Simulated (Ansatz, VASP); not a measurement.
One calculation of BeS, two programs

```
CELL_PARAMETERS angstrom
0.00000 2.41883 2.41883
2.41883 0.00000 2.41883
2.41883 2.41883 0.00000
ATOMIC_POSITIONS crystal
Be 0.00000 0.00000 0.00000
S 0.25000 0.25000 0.25000
```

Alike in both runs: task single point; functional PBEsol; k mesh 10 × 10 × 10; no spin polarisation.

```csv
,VASP,Ansatz
version,VASP 6.6.1,Ansatz 0.2.0
potentials or method,"VASP PAW PBE potentials, release 64 (Be, S), cutoff 600 eV","scalar-relativistic, plane waves, PAW"
occupations,"gaussian, width 0.01 eV",fixed
valence electrons in the cell,8,8
```

```tsv
	VASP	Ansatz	Ansatz less VASP
gap on the k mesh at the Fermi level (eV)	2.91	2.91	-0.002
least direct gap on the mesh (eV)	5.61	5.58	-0.025
```

VASP's potentials were made for PBE, not for PBEsol, and Ansatz warns of the same on its side.
